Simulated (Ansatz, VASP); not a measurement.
# One calculation of PtSeS3, two programs

```xyz
5
Lattice="4.4525 0.0000 0.0000 0.0000 4.4525 0.0000 0.0000 0.0000 5.6285" Properties=species:S:1:pos:R:3 pbc="T T T"
Pt    2.2262    2.2262    3.8680
Se    0.0000    0.0000    5.5379
S     0.0000    2.2262    2.8181
S     2.2262    2.2262    0.5636
S     2.2262    0.0000    2.8181
```

Change from the starting cell: species swapped into the PrBPt3 type (P4mm, No. 99).

Alike in both runs: task single point; functional PBE; k mesh 4 × 4 × 4; occupations gaussian, width 0.1 eV; no spin polarisation.

|  | VASP | Ansatz |
| --- | --- | --- |
| version | VASP 6.6.1 | Ansatz 0.2.0 |
| potentials or method | VASP PAW PBE potentials, release 64 (Pt, Se, S), cutoff 520 eV | scalar-relativistic, plane waves, PAW |
| valence electrons in the cell | 34 | 52 |

Ansatz gave:

- gap on the k mesh at the Fermi level (eV): none
- pressure (GPa): -7.3
- traceless stress, the component that is largest in VASP (GPa): 5.16
- rms of the force components (eV/Å): 0.500

Problem. What did VASP give for the same quantities?

Solution. gap on the k mesh at the Fermi level (eV): none; pressure (GPa): -7.4; traceless stress, the component that is largest in VASP (GPa): 5.18; rms of the force components (eV/Å): 0.504.

Atom by atom the forces differ by 0.005 eV/Å (rms over components). A gap of «none» marks a metal or a gap that the smearing closes. VASP's potentials hold 34 valence electrons a cell and Ansatz's 52, so a difference there can come from the potentials and not from the codes.

Neither program's run includes spin-orbit coupling.
